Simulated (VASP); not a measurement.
# GaN (F-43m) in VASP: a series of runs, part 2 of 2

VASP 6.6.1.

### 3 Single point, LDA

This run uses another cell than the first one, of 11.14 Å³/atom, 1.058 times its volume.

Contents of INCAR:

```
SYSTEM = GaN
ALGO = Normal ; EDIFF = 1E-6
ENCUT = 910 ; GGA = CA
GGA_COMPAT = .FALSE. ; ISIF = 2
ISMEAR = 0 ; LASPH = .TRUE.
LCHARG = .FALSE. ; LREAL = .FALSE.
LWAVE = .FALSE. ; NBANDS = 16
NELM = 120 ; PREC = Accurate
SIGMA = 0.01
```

Contents of KPOINTS:

```
k-points
0
G
  8 8 8
  0 0 0
```

Contents of POSCAR:

```
GaN
1.0
    0.0000000000      2.2332881489      2.2332881489
    2.2332881489      0.0000000000      2.2332881489
    2.2332881489      2.2332881489      0.0000000000
Ga N
1 1
Direct
    0.0000000000      0.0000000000      0.0000000000
    0.7500000000      0.7500000000      0.7500000000
```

Potentials or basis: VASP PAW LDA potentials, release 64 (Ga_d, N_h).

On the command line:

```
> cat potpaw_LDA.64/Ga_d/POTCAR potpaw_LDA.64/N_h/POTCAR > POTCAR
> mpirun -np 1 vasp_std > vasp.out
```

OUTCAR:

```text
SYSTEM = GaN
   EDIFF = 1E-6
   ENCUT = 910
   GGA = CA
   ISIF = 2
   ISMEAR = 0
   LASPH = .TRUE.
   LREAL = .FALSE.
   NELM = 120
   PREC = Accurate

 ion  position               nearest neighbor table
   1  0.000  0.000  0.000-   2 1.93   2 1.93   2 1.93   2 1.93
   2  0.750  0.750  0.750-   1 1.93   1 1.93   1 1.93   1 1.93

  LATTYP: Found a face centered cubic cell.
 ALAT       =     4.4665762978

  Lattice vectors:

 A1 = (   0.0000000000,   2.2332881489,   2.2332881489)
 A2 = (   2.2332881489,   0.0000000000,   2.2332881489)
 A3 = (   2.2332881489,   2.2332881489,   0.0000000000)
[... 624 lines left out ...]
      4      -7.6085      2.00000
      5      -7.5496      2.00000
      6      -5.8613      2.00000
[... 8 lines left out ...]
     15      24.5507      0.00000
     16      26.8784      0.00000

 [... further k-points ...]
[... 5 lines left out ...]
  --------------------------------------------------------------------------------------
  -------------------------------------------------------------------------------------
  Total       -0.0907979     -0.0907979     -0.0907979      0.0000000     -0.0000000     -0.0000000
  in kB       -6.5301372     -6.5301372     -6.5301372      0.0000000     -0.0000000     -0.0000000
  external PRESSURE =      -6.5301372 kB  Pullay stress =       0.0000000 kB

 VOLUME and BASIS-vectors are now :
 -----------------------------------------------------------------------------
  energy-cutoff  :      910.00
  volume of cell :       22.28
      direct lattice vectors                 reciprocal lattice vectors
     0.000000000  2.233288149  2.233288149    -0.223885127  0.223885127  0.223885127
     2.233288149  0.000000000  2.233288149     0.223885127 -0.223885127  0.223885127
     2.233288149  2.233288149  0.000000000     0.223885127  0.223885127 -0.223885127

 POSITION                                       TOTAL-FORCE (eV/Angst)
 -----------------------------------------------------------------------------------
      0.00000      0.00000      0.00000        -0.000000     -0.000000     -0.000000
      3.34993      3.34993      3.34993         0.000000      0.000000      0.000000
 -----------------------------------------------------------------------------------
    total drift:                               -0.000000     -0.000000     -0.000000

  FREE ENERGIE OF THE ION-ELECTRON SYSTEM (eV)
  ---------------------------------------------------
  free  energy   TOTEN  =       -13.9462864749 eV

  energy  without entropy=      -13.9462864749  energy(sigma->0) =      -13.94628647
```

OSZICAR:

```text
N       E                     dE             d eps       ncg     rms          rms(c)
DAV:   1     0.108885021577E+03    0.10889E+03   -0.12226E+04  1040   0.277E+03
DAV:   2    -0.509972379373E+01   -0.11398E+03   -0.10373E+03  1080   0.429E+02
DAV:   3    -0.158015896184E+02   -0.10702E+02   -0.10559E+02  1016   0.923E+01
DAV:   4    -0.159819070001E+02   -0.18032E+00   -0.18014E+00  1216   0.124E+01
DAV:   5    -0.159839067713E+02   -0.19998E-02   -0.19997E-02  1088   0.126E+00    0.759E+00
DAV:   6    -0.140019215253E+02    0.19820E+01   -0.48735E+00  1384   0.407E+01    0.209E+00
DAV:   7    -0.139731514848E+02    0.28770E-01   -0.26239E-01  1024   0.597E+00    0.129E+00
DAV:   8    -0.139485926855E+02    0.24559E-01   -0.61442E-02  1128   0.271E+00    0.359E-01
DAV:   9    -0.139462702955E+02    0.23224E-02   -0.85844E-03  1400   0.211E+00    0.714E-02
DAV:  10    -0.139462949984E+02   -0.24703E-04   -0.84876E-04  1224   0.395E-01    0.212E-02
DAV:  11    -0.139462867233E+02    0.82751E-05   -0.67962E-05  1392   0.154E-01    0.557E-03
DAV:  12    -0.139462864749E+02    0.24846E-06   -0.70964E-06  1192   0.456E-02
   1 F= -.13946286E+02 E0= -.13946286E+02  d E =-.155554E-38
```

stdout:

```text
POSCAR found type information on POSCAR GaN
 POSCAR found :  2 types and       2 ions
 scaLAPACK will be used
 LDA part: xc-table for (Slater(with rela. corr.)+CA(PZ))
 , standard interpolation
 POSCAR, INCAR and KPOINTS ok, starting setup
 FFT: planning ... GRIDC
 FFT: planning ... GRID_SOFT
 FFT: planning ... GRID
 WAVECAR not read
 entering main loop
```

It used 37 s of CPU time on 1 thread of AMD EPYC 7R13 Processor (Zen 3), on a shared host.

What came out:

```yaml
Free_energy: -13.9463 eV
Pressure: -0.7 GPa
Band_gap_on_the_k_mesh: 1.92 eV, direct
```

Caveat: the cutoff is under 1.25 times the usual one of these potentials, so pressure, stress and relaxed cells hold a basis-set (Pulay) error.
